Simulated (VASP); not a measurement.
Wanted: the native input for a VASP 6.6.1 run.

```yaml
Task: relaxation of cell and atoms
Functional: PBEsol
Potentials_or_basis: VASP PAW PBE potentials, release 64 (Ga_d)
Cutoff: 600 eV
k_mesh: 18 × 18 × 18
Occupations: gaussian, width 0.1 eV
Spin: no spin polarisation
Dipole_correction: no
Further_INCAR_settings: ALGO = Normal; EDIFF = 1e-06; IBRION = 2; EDIFFG = -0.01; NSW = 80; ISIF = 3
```

The structure of Ga lies in POSCAR:

```
Ga
1.0
   -1.6465396131      1.6465396131      1.6465396131
    1.6465396131     -1.6465396131      1.6465396131
    1.6465396131      1.6465396131     -1.6465396131
Ga
1
Direct
    0.0000000000      0.0000000000      0.0000000000
```

This isn't the form of Ga at room conditions, which is orthorhombic.

The input as run:

INCAR

```
SYSTEM = Ga
PREC     = Accurate       ! precision mode
ENCUT    = 600            ! plane-wave cutoff, eV
EDIFF    = 1E-6           ! SCF threshold, eV
ISMEAR   = 0              ! smearing method
SIGMA    = 0.1            ! smearing width, eV
LREAL    = .False.        ! projectors in reciprocal space
LASPH    = .True.         ! aspherical terms in the spheres
NELM     = 60             ! most SCF steps
ALGO     = Normal         ! electronic algorithm
ISIF     = 3              ! what is computed and relaxed
LWAVE    = .False.        ! write WAVECAR
LCHARG   = .False.        ! write CHGCAR
GGA      = PS             ! functional
IBRION   = 2              ! ionic algorithm
NSW      = 80             ! ionic steps
EDIFFG   = -0.01          ! ionic threshold
```

KPOINTS

```
Automatic mesh
0
Gamma
  18 18 18
  0 0 0
```

Potentials or basis: VASP PAW PBE potentials, release 64 (Ga_d).

The run is started by

```bash
$ cat potpaw_PBE.64/Ga_d/POTCAR > POTCAR
$ mpirun -np 1 vasp_std > vasp.out
```

Results of the run:

| Property | Result |
| --- | --- |
| Relaxed volume | 17.94 Å³/atom |
| Relaxed cell | a = 2.856 Å, b = 2.856 Å, c = 2.856 Å, α = 109.47°, β = 109.47°, γ = 109.47° |
| Space group after relaxing (to 0.1 Å) | Im-3m (No. 229) |
| Energy gained by relaxing | 0.1 meV/atom |
| Ionic steps | 2 |
| Pressure after relaxing | -0.1 GPa |
| Band gap on the k mesh | zero (an odd number of electrons rules out a gap without spin polarisation) |

Caveat: the PAW data sets were made with another functional, which shifts forces and pressure a little.

Wall time 34 s on 1 thread of Intel Xeon 8259CL, on a shared host, peak memory 0.18 GiB.
